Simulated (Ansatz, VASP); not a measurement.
One calculation of Zn3Se2S, two programs

```xyz
12
Lattice="3.9475 -0.0132 0.0227 -1.9851 3.3751 0.0179 0.1118 0.1666 19.6757" Properties=species:S:1:pos:R:3 pbc="T T T"
Zn    0.0162    2.4582   19.5362
Zn    0.0533    2.3907    6.7093
Zn    0.0923    2.2128   13.0509
Zn    1.9020    1.1056    3.5624
Zn    1.9821    1.3156    9.7268
Zn    2.0775    1.2536   16.6368
Se    0.1436    2.2023    2.5181
Se    0.0157    2.2311   15.5708
Se    2.0281    1.3347    5.8683
Se    2.1106    1.2202   12.1844
S     0.1280    2.1839    8.9957
S     1.9812    1.3906   19.0887
```

Change from the starting cell: cell x1, atoms moved at random (sigma 0.1 Å) and cell strained at random (1.5 %), then relaxed without symmetry.

Alike in both runs: task relaxation of cell and atoms; functional PBE; k mesh 6 × 6 × 1; occupations gaussian, width 0.1 eV; no spin polarisation.

|  | VASP | Ansatz |
| --- | --- | --- |
| version | VASP 6.6.1 | Ansatz 0.2.0 |
| potentials or method | VASP PAW PBE potentials, release 64 (Zn, Se, S), cutoff 600 eV | scalar-relativistic, plane waves, PAW |
| valence electrons in the cell | 108 | 148 |

Ansatz gave:

| Property | Result |
| --- | --- |
| gap on the k mesh at the Fermi level, each at its own relaxed structure (eV) | 1.30 |
| relaxed volume (Å³/atom) | 22.43 |
| relaxed length of the cell vector where the two differ most in proportion (Å) | 19.602 |

Q: What did VASP give for the same quantities?

A: gap on the k mesh at the Fermi level, each at its own relaxed structure (eV): 1.28; relaxed volume (Å³/atom): 22.49; relaxed length of the cell vector where the two differ most in proportion (Å): 19.628.

VASP's potentials hold 108 valence electrons a cell and Ansatz's 148, so a difference there can come from the potentials and not from the codes.
